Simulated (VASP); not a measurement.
The system is Os.

```
Os
1.0
     2.78772    0.00000    0.00000
    -1.39386    2.41424    0.00000
     0.00000    0.00000    4.40442
Os
2
Cartesian
  1.3939 0.8047 3.3033
  0.0000 1.6095 1.1011
```

Base run:

- Program: VASP 6.6.1
- Functional: SVWN5
- Potentials or basis: VASP PAW PBE potentials, release 64 (Os_sv_GW)
- Cutoff: 560 eV
- k mesh: 11 × 11 × 6
- Occupations: fermi-dirac, width 0.05 eV
- Spin: no spin polarisation

Its results: band gap on the k mesh zero (bands 16 and 17 overlap by 3.56 eV); pressure -31.0 GPa.

**Question.** The run is repeated on the same cell with these changes: functional from SVWN5 to BLYP. What comes out?

**Answer.** Band gap on the k mesh zero (bands 16 and 17 overlap by 3.55 eV); pressure 2.1 GPa.

BLYP binds less tightly than SVWN5, so the same cell stands under more pressure.

Caveats: the PAW data sets were made with another functional, which shifts forces and pressure a little; spin-orbit coupling is left out, which moves the levels of the heavy elements; the cell stands under tension (at least some runs).
